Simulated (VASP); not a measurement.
Crystal: BiAs (rocksalt type).

```
CELL_PARAMETERS angstrom
0.00000 2.80779 2.80779
2.80779 0.00000 2.80779
2.80779 2.80779 0.00000
ATOMIC_POSITIONS crystal
As 0.00000 0.00000 0.00000
Bi 0.50000 0.50000 0.50000
```

| Item | Value |
| --- | --- |
| Program | VASP 6.6.1 |
| Task | relaxation of cell and atoms |
| Functional | PBE |
| Potentials or basis | VASP PAW PBE potentials, release 64 (As, Bi_d) |
| Cutoff | 600 eV |
| k mesh | 11 × 11 × 11 |
| Occupations | fermi-dirac, width 0.03 eV |
| Spin | no spin polarisation |

At the start: pressure 21.8 GPa; volume 22.14 Å³/atom.

**Question.** Where does the relaxation end?

**Answer.** Over 4 steps the energy falls by 299.3 meV/atom and the volume is 27.45 Å³/atom (+24.0 %); space group Fm-3m (No. 225, to 0.05 Å).

The path:
```csv
step,energy change (eV),largest force (eV/Å),pressure (GPa),volume (Å³)
1,0.0000,0.0000,21.83,44.27
2,-0.2610,0.0000,-7.75,66.54
3,-0.5984,0.0000,-0.25,55.12
4,-0.5986,0.0000,0.02,54.89
```

Final structure:
```xyz
2
Lattice="0.0000 3.0164 3.0164 3.0164 0.0000 3.0164 3.0164 3.0164 0.0000" Properties=species:S:1:pos:R:3 pbc="T T T"
As    0.0000    0.0000    0.0000
Bi    3.0164    3.0164    3.0164
```

Caveat: the volume moved by over 15 % at a fixed basis, so the end points are rough.
